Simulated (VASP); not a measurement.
# CdSe (kn) (F-43m) in VASP: single point with PBEsol

Aim: the single point of CdSe (kn) with PBEsol.

All numbers are computed with VASP 6.6.1; they aren't measurements. Logs are shortened: lines on timing, memory, paths and dates and some standing lists are left out, and cuts for length are marked.

**1. The cell of the first run**

It takes space group F-43m (No. 216, cubic). Conventional cell: a = 6.082 Å, b = 6.082 Å, c = 6.082 Å, α = 90.00°, β = 90.00°, γ = 90.00°. Cd (site symmetry -43m) has 4 Se at 2.63 Å within 3.5 Å. Se (site symmetry -43m) has 4 Cd at 2.63 Å within 3.5 Å.

**2. Single point, PBEsol**

Input file INCAR:

```
SYSTEM = CdSe
  PREC = Accurate
  ENCUT = 500
  EDIFF = 1E-6
  ISMEAR = 0
  SIGMA = 0.02
  LREAL = .False.
  LASPH = .True.
  NELM = 120
  ALGO = Normal
  ISIF = 2
  LWAVE = .False.
  LCHARG = .True.
  GGA = PS
  LELF = .True.
  LVHAR = .True.
  NBANDS = 16
  GGA_COMPAT = .False.
```

Input file KPOINTS:

```
regular mesh
0
Gamma
  6 6 6
  0 0 0
```

Input file POSCAR:

```
CdSe
1.0
    0.0000000000      3.0410661765      3.0410661765
    3.0410661765      0.0000000000      3.0410661765
    3.0410661765      3.0410661765      0.0000000000
Cd Se
1 1
Direct
    0.0000000000      0.0000000000      0.0000000000
    0.2500000000      0.2500000000      0.2500000000
```

Potentials or basis: VASP PAW PBE potentials, release 64 (Cd, Se).

Launch:

```
$ cat potpaw_PBE.64/Cd/POTCAR potpaw_PBE.64/Se/POTCAR > POTCAR
$ mpirun -np 1 vasp_std > vasp.out
```

OUTCAR:

```text
SYSTEM = CdSe
   PREC = Accurate
   ENCUT = 500
   EDIFF = 1E-6
   ISMEAR = 0
   LREAL = .False.
   LASPH = .True.
   NELM = 120
   ISIF = 2
   GGA = PS

 ion  position               nearest neighbor table
   1  0.000  0.000  0.000-   2 2.63   2 2.63   2 2.63   2 2.63
   2  0.250  0.250  0.250-   1 2.63   1 2.63   1 2.63   1 2.63

  LATTYP: Found a face centered cubic cell.
 ALAT       =     6.0821323530

  Lattice vectors:

 A1 = (   0.0000000000,   3.0410661765,   3.0410661765)
 A2 = (   3.0410661765,   0.0000000000,   3.0410661765)
 A3 = (   3.0410661765,   3.0410661765,   0.0000000000)

Analysis of symmetry for initial positions (statically):
=====================================================================
 Subroutine PRICEL returns:
 Original cell was already a primitive cell.

 Routine SETGRP: Setting up the symmetry group for a
 face centered cubic supercell.

 Subroutine GETGRP returns: Found 24 space group operations
 (whereof 24 operations were pure point group operations)
 out of a pool of 48 trial point group operations.

The static configuration has the point symmetry T_d .

Analysis of symmetry for dynamics (positions and initial velocities):
=====================================================================
 Subroutine PRICEL returns:
 Original cell was already a primitive cell.

 Routine SETGRP: Setting up the symmetry group for a
 face centered cubic supercell.

 Subroutine GETGRP returns: Found 24 space group operations
 (whereof 24 operations were pure point group operations)
 out of a pool of 48 trial point group operations.

The dynamic configuration has the point symmetry T_d .

 Subroutine INISYM returns: Found 24 space group operations
 (whereof 24 operations are pure point group operations),
 and found     1 'primitive' translations

----------------------------------------------------------------------------------------

                                     Primitive cell

  volume of cell :      56.2481

  direct lattice vectors                    reciprocal lattice vectors
     0.000000000  3.041066177  3.041066177    -0.164416021  0.164416021  0.164416021
     3.041066177  0.000000000  3.041066177     0.164416021 -0.164416021  0.164416021
     3.041066177  3.041066177  0.000000000     0.164416021  0.164416021 -0.164416021

  length of vectors
     4.300717031  4.300717031  4.300717031     0.284776902  0.284776902  0.284776902

  position of ions in fractional coordinates (direct lattice)
     0.000000000  0.000000000  0.000000000
     0.250000000  0.250000000  0.250000000

  ion indices of the primitive-cell ions
   primitive index   ion index
                 1           1
                 2           2

----------------------------------------------------------------------------------------

 KPOINTS: regular mesh

Automatic generation of k-mesh.
 Grid dimensions read from file:
 generate k-points for:    6    6    6

 Generating k-lattice:

  Cartesian coordinates                     Fractional coordinates (reciprocal lattice)
    -0.027402670  0.027402670  0.027402670     0.166666667  0.000000000  0.000000000
     0.027402670 -0.027402670  0.027402670     0.000000000  0.166666667  0.000000000
     0.027402670  0.027402670 -0.027402670     0.000000000  0.000000000  0.166666667

  Length of vectors
     0.047462817  0.047462817  0.047462817

  Shift w.r.t. Gamma in fractional coordinates (k-lattice)
     0.000000000  0.000000000  0.000000000

 Subroutine IBZKPT returns following result:
 ===========================================

 Found     16 irreducible k-points:

 Following reciprocal coordinates:
            Coordinates               Weight
  0.000000  0.000000  0.000000      1.000000
  0.166667  0.000000  0.000000      8.000000
  0.333333  0.000000  0.000000      8.000000
  0.500000  0.000000  0.000000      4.000000
  0.166667  0.166667  0.000000      6.000000
  0.333333  0.166667  0.000000     24.000000
[... 8 lines left out ...]
 -0.333333  0.333333  0.166667     24.000000
 -0.333333  0.500000  0.166667     12.000000
   k-points           NKPTS =     16   k-points in BZ     NKDIM =     16   number of bands    NBANDS=     16
   number of dos      NEDOS =    301   number of ions     NIONS =      2
   total plane-waves  NPLWV =  32768
   dimension x,y,z NGX =    32 NGY =   32 NGZ =   32
   dimension x,y,z NGXF=    64 NGYF=   64 NGZF=   64
   ions per type =               1   1
   NGX,Y,Z   is equivalent  to a cutoff of  12.37, 12.37, 12.37 a.u.
   NGXF,Y,Z  is equivalent  to a cutoff of  24.74, 24.74, 24.74 a.u.
 SYSTEM =  CdSe
   PREC   = accura    normal or accurate (medium, high low for compatibility)
   ISTART =      0    job   : 0-new  1-cont  2-samecut
   ICHARG =      2    charge: 1-file 2-atom 10-const
   ISPIN  =      1    spin polarized calculation?
   LNONCOLLINEAR =      F non collinear calculations
   LSORBIT =      F    spin-orbit coupling
   LASPH  =      T    aspherical Exc in radial PAW
   ENCUT  =  500.0 eV  36.75 Ry    6.06 a.u.   7.84  7.84  7.84*2*pi/ulx,y,z
   NELM   =    120;   NELMIN=  2; NELMDL= -5     # of ELM steps
   EDIFF  = 0.1E-05   stopping-criterion for ELM
   LREAL  =      F    real-space projection
   EDIFFG = 0.1E-04   stopping-criterion for IOM
   NSW    =      0    number of steps for IOM
   IBRION =     -1    ionic relax: 0-MD 1-quasi-New 2-CG
   NFREE  =      0    steps in history (QN), initial steepest desc. (CG)
   ISIF   =      2    stress and relaxation
   ISYM   =      2    0-nonsym 1-usesym 2-fastsym
   POTIM  = 0.5000    time-step for ionic-motion
   TEBEG  =    0.0;   TEEND  =   0.0 temperature during run
   PSTRESS=    0.0 pullay stress
   NELECT =      18.0000    total number of electrons
   NUPDOWN=      -1.0000    fix difference up-down
   EMIN   =  10.00;   EMAX   =-10.00  energy-range for DOS
   EFERMI =   0.00;   METHOD = LEGACY
   ISMEAR =     0;   SIGMA  =   0.02  broadening in eV -4-tet -1-fermi 0-gaus
   EFERMI_NEDOS =   21; number of points for ismear=-14 and -15
   IALGO  =     38    algorithm
   IMIX   =      4    mixing-type and parameters
     AMIX     =   0.40;   BMIX     =  1.00
     AMIX_MAG =   1.60;   BMIX_MAG =  1.00
  volume/ion in A,a.u.               =      28.12       189.79
  Fermi-wavevector in a.u.,A,eV,Ry     =   1.119772  2.116063 17.060215  1.253890
  Thomas-Fermi vector in A             =   2.256414
   LORBIT       =      0    0 simple, 1 ext, 2 COOP (PROOUT), +10 PAW based schemes
   GGA     = PS    functional components
   LHFCALC =     F    Hartree Fock is set to
   AEXX    =    0.0000 exact exchange contribution
   IVDW    =     0    specifies the selected vdW correction
   LEPSILON=     F    determine dielectric tensor
   LRPA    =     F    only Hartree local field effects (RPA)
 non-spin polarized calculation
 Gauss-broadening in eV      SIGMA  =   0.02
  energy-cutoff  :      500.00
  volume of cell :       56.25
 maximum number of plane-waves:      1458
   NGX = 15   NGY = 15   NGZ = 15

 number of electron      18.0000002 magnetization

 Free energy of the ion-electron system (eV)
  ---------------------------------------------------
  ext. energy  EPLUGINS =         0.00000000
  ---------------------------------------------------
  free energy    TOTEN  =        -6.17244915 eV

  energy without entropy =       -6.17244915  energy(sigma->0) =       -6.17244915

 E-fermi :   0.9377     XC(G=0):  -9.0984

 val. band max:        0.8168918451   @ k =   0.0000   0.0000   0.0000
 cond. band min:       1.2976023786   @ k =   0.0000   0.0000   0.0000
 fundamental gap:      0.4807105335
 Fermi energy:         0.9376908393

 k-point     1 :       0.0000    0.0000    0.0000
  band No.  band energies     occupation
      1     -11.8073      2.00000
      2      -7.1001      2.00000
      3      -7.1001      2.00000
      4      -7.1001      2.00000
      5      -6.7190      2.00000
      6      -6.7190      2.00000
[... 8 lines left out ...]
     15      11.8801      0.00000
     16      11.8801      0.00000

 k-point     2 :       0.1667    0.0000    0.0000
  band No.  band energies     occupation
      1     -11.7137      2.00000
      2      -7.0709      2.00000
      3      -7.0709      2.00000
      4      -7.0136      2.00000
      5      -6.7200      2.00000
      6      -6.7200      2.00000
[... 8 lines left out ...]
     15      10.8653      0.00000
     16      11.1652      0.00000

 k-point     3 :       0.3333    0.0000    0.0000
  band No.  band energies     occupation
      1     -11.5230      2.00000
      2      -7.0222      2.00000
      3      -7.0222      2.00000
      4      -6.7118      2.00000
      5      -6.7091      2.00000
      6      -6.7091      2.00000
[... 8 lines left out ...]
     15      11.2996      0.00000
     16      11.2996      0.00000

 k-point     4 :       0.5000    0.0000    0.0000
  band No.  band energies     occupation
      1     -11.4267      2.00000
      2      -7.0048      2.00000
      3      -7.0048      2.00000
      4      -6.6951      2.00000
      5      -6.6951      2.00000
      6      -6.4255      2.00000
[... 8 lines left out ...]
     15      12.8939      0.00000
     16      12.8939      0.00000
[... 172 lines left out ...]
 k-point    14 :       0.5000    0.3333    0.1667
  band No.  band energies     occupation
      1     -11.3998      2.00000
      2      -6.9520      2.00000
      3      -6.9442      2.00000
      4      -6.7904      2.00000
      5      -6.6924      2.00000
      6      -6.4843      2.00000
[... 8 lines left out ...]
     15      12.8637      0.00000
     16      13.8696      0.00000

 k-point    15 :      -0.3333    0.3333    0.1667
  band No.  band energies     occupation
      1     -11.3377      2.00000
      2      -6.9457      2.00000
      3      -6.9169      2.00000
      4      -6.7522      2.00000
      5      -6.7083      2.00000
      6      -6.2890      2.00000
[... 8 lines left out ...]
     15      12.6088      0.00000
     16      13.7924      0.00000

 k-point    16 :      -0.3333    0.5000    0.1667
  band No.  band energies     occupation
      1     -11.3075      2.00000
      2      -6.9125      2.00000
      3      -6.8895      2.00000
      4      -6.7843      2.00000
      5      -6.6912      2.00000
      6      -6.2631      2.00000
[... 8 lines left out ...]
     15      13.5388      0.00000
     16      13.7322      0.00000

------------------------ aborting loop because EDIFF is reached ----------------------------------------

  FORCE on cell =-STRESS in cart. coord.  units (eV):
  Direction    XX          YY          ZZ          XY          YZ          ZX
  --------------------------------------------------------------------------------------
  -------------------------------------------------------------------------------------
  Total        0.1186189      0.1186189      0.1186189      0.0000000      0.0000000     -0.0000000
  in kB        3.3787565      3.3787565      3.3787565      0.0000000      0.0000000     -0.0000000
  external PRESSURE =       3.3787565 kB  Pullay stress =       0.0000000 kB

 VOLUME and BASIS-vectors are now :
 -----------------------------------------------------------------------------
  energy-cutoff  :      500.00
  volume of cell :       56.25
      direct lattice vectors                 reciprocal lattice vectors
     0.000000000  3.041066177  3.041066177    -0.164416021  0.164416021  0.164416021
     3.041066177  0.000000000  3.041066177     0.164416021 -0.164416021  0.164416021
     3.041066177  3.041066177  0.000000000     0.164416021  0.164416021 -0.164416021

 POSITION                                       TOTAL-FORCE (eV/Angst)
 -----------------------------------------------------------------------------------
      0.00000      0.00000      0.00000        -0.000000     -0.000000     -0.000000
      1.52053      1.52053      1.52053         0.000000      0.000000      0.000000
 -----------------------------------------------------------------------------------
    total drift:                                0.000000      0.000000      0.000000

  FREE ENERGIE OF THE ION-ELECTRON SYSTEM (eV)
  ---------------------------------------------------
  free  energy   TOTEN  =        -6.1724491460 eV

  energy  without entropy=       -6.1724491460  energy(sigma->0) =       -6.17244915
```

Run time: 33 s. Hardware: 1 thread of AMD EPYC 7R43 (Zen 3), shared host; peak memory 0.15 GiB.

Results:

- Free energy: -6.1724 eV
- Pressure: 0.3 GPa
- Band gap on the k mesh: 0.48 eV, direct

Caveat: the PAW data sets were made with another functional, which shifts forces and pressure a little. PBEsol gaps usually lie below the measured ones, often by a third to a half.
